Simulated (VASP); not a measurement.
Wanted: the native input for a VASP 6.6.1 run.

| Quantity | Value |
| --- | --- |
| Task | single point |
| Functional | PBE |
| Potentials or basis | VASP PAW PBE potentials, release 64 (C_h, O_h) |
| Cutoff | 1340 eV |
| k mesh | 4 × 4 × 4 |
| Occupations | gaussian, width 0.05 eV |
| Spin | no spin polarisation |
| Dipole correction | no |
| Further INCAR settings | ALGO = Normal; EDIFF = 1e-06; NBANDS = 44 |

The structure of CO2 lies in POSCAR:

```
CO2
1.0
    6.1842820733      0.0000000000      0.0000000000
    0.0000000000      6.1842820733      0.0000000000
    0.0000000000      0.0000000000      6.1842820733
C O
4 8
Direct
    0.0000000000      0.0000000000      0.0000000000
    0.5000000000      0.0000000000      0.5000000000
    0.5000000000      0.5000000000      0.0000000000
    0.0000000000      0.5000000000      0.5000000000
    0.1114834447      0.1114834447      0.1114834447
    0.3885165553      0.8885165553      0.6114834447
    0.6114834447      0.3885165553      0.8885165553
    0.8885165553      0.6114834447      0.3885165553
    0.8885165553      0.8885165553      0.8885165553
    0.6114834447      0.1114834447      0.3885165553
    0.3885165553      0.6114834447      0.1114834447
    0.1114834447      0.3885165553      0.6114834447
```

One way to write it, as run:

INCAR

```
PREC     = Accurate       # precision mode
ENCUT    = 1340           # plane-wave cutoff, eV
EDIFF    = 1E-6           # SCF threshold, eV
ISMEAR   = 0              # smearing method
SIGMA    = 0.05           # smearing width, eV
LREAL    = False          # projectors in reciprocal space
LASPH    = True           # aspherical terms in the spheres
NELM     = 120            # most SCF steps
ALGO     = Normal         # electronic algorithm
ISIF     = 2              # what is computed and relaxed
LWAVE    = False          # write WAVECAR
LCHARG   = False          # write CHGCAR
GGA      = PE             # functional
NBANDS   = 44             # bands
GGA_COMPAT= False
```

KPOINTS

```
regular mesh
0
Gamma
  4 4 4
```

Potentials or basis: VASP PAW PBE potentials, release 64 (C_h, O_h).

Run with:

```sh
$ cat potpaw_PBE.64/C_h/POTCAR potpaw_PBE.64/O_h/POTCAR > POTCAR
$ mpirun -np 1 vasp_std > vasp.out
```

Results of the run:

```json
{"Pressure": "-5.2 GPa", "Largest force": "2.288 eV/Å", "Band gap on the k mesh": "6.44 eV"}
```

Caveat: the cell stands under tension; this functional lacks dispersion, which holds the molecules together, so the pressure and a relaxed volume are unreliable; forces of over 1 eV/Å act on the atoms, so gaps and moduli don't describe the material at rest.

It took 13 min on 1 thread of Intel(R) Xeon(R) Platinum 8488C (Sapphire Rapids), with other jobs on the host, peak memory 1.1 GiB.
